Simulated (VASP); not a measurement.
# Ti (I4/mmm) in VASP: notebook, part 2 of 3

VASP 6.6.1.

## Step 3: Single point, r2SCAN (strain +0.025 along x and y, -0.050 along z)

The input, POSCAR:

```
Ti
1.0
    0.0000000000      2.0807500000      1.9285000000
    2.0807500000      0.0000000000      1.9285000000
    2.0807500000      2.0807500000      0.0000000000
Ti
1
Direct
    0.0000000000      0.0000000000      0.0000000000
```

The input, INCAR.step1:

```
PREC     = Accurate       # precision mode
ENCUT    = 520            # plane-wave cutoff, eV
ISMEAR   = 0              # smearing method
SIGMA    = 0.15           # smearing width, eV
LREAL    = F              # projectors in reciprocal space
LASPH    = T              # aspherical terms in the spheres
NELM     = 100            # most SCF steps
NBANDS   = 12             # bands
GGA      = PE             # functional
ALGO     = Normal         # electronic algorithm
EDIFF    = 1E-4           # SCF threshold, eV
LWAVE    = T              # write WAVECAR
LCHARG   = F              # write CHGCAR
```

The input, INCAR.step2:

```
PREC     = Accurate       # precision mode
ENCUT    = 520            # plane-wave cutoff, eV
EDIFF    = 1E-7           # SCF threshold, eV
ISMEAR   = 0              # smearing method
SIGMA    = 0.15           # smearing width, eV
LREAL    = F              # projectors in reciprocal space
LASPH    = T              # aspherical terms in the spheres
NELM     = 100            # most SCF steps
ALGO     = Normal         # electronic algorithm
ISIF     = 2              # what is computed and relaxed
LWAVE    = F              # write WAVECAR
LCHARG   = T              # write CHGCAR
METAGGA  = R2SCAN         # meta-GGA
LMIXTAU  = T            
LELF     = T              # ELF
LVHAR    = T            
NBANDS   = 12             # bands
ISTART   = 1
```

The input, KPOINTS:

```
Automatic mesh
0
Gamma
  20 20 20
```

Potentials or basis: VASP PAW PBE potentials, release 64 (Ti_sv).

The run is started by

```console
> cat potpaw_PBE.64/Ti_sv/POTCAR > POTCAR
> cp INCAR.step1 INCAR
> mpirun -np 1 vasp_std > vasp.out
> cp INCAR.step2 INCAR
> mpirun -np 1 vasp_std > vasp.out
```

OUTCAR:

```text
PREC = Accurate
   ENCUT = 520
   EDIFF = 1E-7
   ISMEAR = 0
   LREAL = F
   LASPH = T
   NELM = 100
   ISIF = 2
   METAGGA = R2SCAN
   ISTART = 1

 ion  position               nearest neighbor table
   1  0.000  0.000  0.000-

  LATTYP: Found a body centered tetragonal cell.
 ALAT       =     2.9426248699
 C/A-ratio  =     1.3107345212

  Lattice vectors:

 A1 = (   0.0000000000,  -2.0807500000,  -1.9285000000)
 A2 = (   0.0000000000,   2.0807500000,  -1.9285000000)
 A3 = (   2.0807500000,   0.0000000000,   1.9285000000)

Analysis of symmetry for initial positions (statically):
=====================================================================
 Subroutine PRICEL returns:
 Original cell was already a primitive cell.

 Routine SETGRP: Setting up the symmetry group for a
 body centered tetragonal supercell.

 Subroutine GETGRP returns: Found 16 space group operations
 (whereof 16 operations were pure point group operations)
 out of a pool of 16 trial point group operations.

The static configuration has the point symmetry D_4h.

Analysis of symmetry for dynamics (positions and initial velocities):
[... 159 lines left out ...]

 val. band max:        8.6443000891   @ k =  -0.3500   0.0000   0.0500
 cond. band min:       8.6521718512   @ k =   0.3000   0.1500   0.1000
 fundamental gap:      0.0078717622
 Fermi energy:         8.6503571006

 k-point     1 :       0.0000    0.0000    0.0000
  band No.  band energies     occupation
      1     -50.3123      2.00000
      2     -25.0683      2.00000
      3     -25.0683      2.00000
      4     -25.0648      2.00000
      5       2.1082      2.00000
      6       9.5280      0.00000
      7       9.5280      0.00000
      8      10.1028      0.00000
      9      11.2085      0.00000
     10      11.8709      0.00000
     11      24.7602      0.00000
     12      29.0589      0.00000
[... 331 lines left out ...]
 k-point    24 :      -0.3500    0.0500    0.0000
  band No.  band energies     occupation
      1     -50.1852      2.00000
      2     -25.7213      2.00000
      3     -25.1787      2.00000
      4     -25.1403      2.00000
      5       5.4098      2.00000
      6       8.6533      0.97767
      7       9.4791      0.00000
      8      10.0464      0.00000
      9      12.1356      0.00000
     10      12.3936      0.00000
     11      19.5925      0.00000
     12      24.5596      0.00000

 [... further k-points ...]
[... 5 lines left out ...]
  --------------------------------------------------------------------------------------
  -------------------------------------------------------------------------------------
  Total        0.4383157      0.4383157      0.6890956      0.0000000      0.0000000      0.0000000
  in kB       42.0540872     42.0540872     66.1150959      0.0000000      0.0000000      0.0000000
  external PRESSURE =      50.0744234 kB  Pullay stress =       0.0000000 kB

 VOLUME and BASIS-vectors are now :
 -----------------------------------------------------------------------------
  energy-cutoff  :      520.00
  volume of cell :       16.70
      direct lattice vectors                 reciprocal lattice vectors
     0.000000000  2.080750000  1.928500000    -0.240297969  0.240297969  0.259268862
     2.080750000  0.000000000  1.928500000     0.240297969 -0.240297969  0.259268862
     2.080750000  2.080750000  0.000000000     0.240297969  0.240297969 -0.259268862

 POSITION                                       TOTAL-FORCE (eV/Angst)
 -----------------------------------------------------------------------------------
      0.00000      0.00000      0.00000         0.000000     -0.000000      0.000000
 -----------------------------------------------------------------------------------
    total drift:                                0.000000      0.000000     -0.000000

  FREE ENERGIE OF THE ION-ELECTRON SYSTEM (eV)
  ---------------------------------------------------
  free  energy   TOTEN  =       -12.8703047836 eV

  energy  without entropy=      -12.8520573183  energy(sigma->0) =      -12.86118105
```

OUTCAR.step1:

```text
PREC = Accurate
   ENCUT = 520
   ISMEAR = 0
   LREAL = F
   LASPH = T
[... 577 lines left out ...]

 POSITION                                       TOTAL-FORCE (eV/Angst)
 -----------------------------------------------------------------------------------
      0.00000      0.00000      0.00000        -0.000000      0.000000      0.000000
 -----------------------------------------------------------------------------------
    total drift:                               -0.000000      0.000000      0.000000

  FREE ENERGIE OF THE ION-ELECTRON SYSTEM (eV)
  ---------------------------------------------------
  free  energy   TOTEN  =        -7.7720928083 eV

  energy  without entropy=       -7.7519719623  energy(sigma->0) =       -7.76203239
```

It took 6.4 min on 1 thread of Intel Xeon Platinum 8259CL at 2.50GHz (Skylake/Cascade Lake), shared host; peak memory 0.25 GiB.

What came out:

```
Free energy            : -12.8703 eV
Pressure               : 5.0 GPa
Band gap on the k mesh : zero (bands 6 and 7 overlap by 1.58 eV)
```

Stress tensor (GPa, compression positive):
```
4.21 0.00 0.00
0.00 4.21 0.00
0.00 0.00 6.61
```

Levels at points of the mesh, in eV from the Fermi level:
```tsv
k point	band 3	band 4	band 5	band 6	band 7	band 8	band 9	band 10
(0.00, 0.00, 0.00)	-33.72	-33.72	-6.54	0.88	0.88	1.45	2.56	3.22
(0.50, 0.00, 0.00)	-33.86	-33.78	-2.79	0.58	0.60	1.34	3.85	4.18
(0.50, 0.50, 0.00)	-34.05	-34.05	-2.78	-2.05	4.07	4.12	4.29	4.29
(0.50, 0.00, 0.50)	-34.01	-33.91	-2.79	-1.75	2.51	4.03	4.03	4.47
```

Caveat: the cell differs from its parent crystal (strain +0.025 along x and y, -0.050 along z); the cell stands under pressure; the PAW data sets were made with another functional, which shifts forces and pressure a little.

(Continued in part 3 of 3.)
